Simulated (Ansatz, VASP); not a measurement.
**One calculation of HfC, two programs**

Contents of INCAR:

```
PREC = Accurate
ENCUT = 520
EDIFF = 1E-6
ISMEAR = 0
SIGMA = 0.15
LREAL = False
LASPH = True
NELM = 100
ALGO = Normal
ISIF = 2
LWAVE = False
LCHARG = True
GGA = PE
LELF = True
LVHAR = True
NBANDS = 14
```

File KPOINTS:

```
Automatic mesh
0
Gamma
  18 18 18
```

The input POSCAR:

```
HfC
1.0
    0.0000000000      2.3598750000      2.3598750000
    2.3598750000      0.0000000000      2.3598750000
    2.3598750000      2.3598750000      0.0000000000
Hf C
1 1
Direct
    0.5000000000      0.5000000000      0.5000000000
    0.0000000000      0.0000000000      0.0000000000
```

Input for Ansatz:

```yaml
crystal:
  lattice:
    - [0.0, 2.359875, 2.359875]
    - [2.359875, 0.0, 2.359875]
    - [2.359875, 2.359875, 0.0]
  atoms:
    - { symbol: Hf, position: [0.5, 0.5, 0.5] }
    - { symbol: C, position: [0.0, 0.0, 0.0] }
basis:
  ecutwfc: 420
kpoints:
  mp_grid: { grid: [18, 18, 18] }
hamiltonian:
  xc: pbe
scf:
  occupations: { method: gaussian, width: 0.15 }
output:
  forces: true
  stress: true
  eigenvalues: true
```

Change from the starting cell: strain +0.015 along x and y, +0.015 along z, atoms carried along.

Alike in both runs: task single point; functional PBE; k mesh 18 × 18 × 18; occupations gaussian, width 0.15 eV; no spin polarisation.

```csv
,VASP,Ansatz
version,VASP 6.6.1,Ansatz 0.2.0
potentials or method,"VASP PAW PBE potentials, release 64 (Hf_pv, C), cutoff 520 eV","scalar-relativistic, plane waves, PAW"
valence electrons in the cell,14,30
```

```tsv
	VASP	Ansatz	Ansatz less VASP
gap on the k mesh at the Fermi level (eV)	none	none	-
pressure (GPa)	-10.2	-9.4	+0.77
```

A gap of «none» marks a metal or a gap that the smearing closes. VASP's potentials hold 14 valence electrons a cell and Ansatz's 30, so a difference there can come from the potentials and not from the codes.

Neither program's run includes spin-orbit coupling.
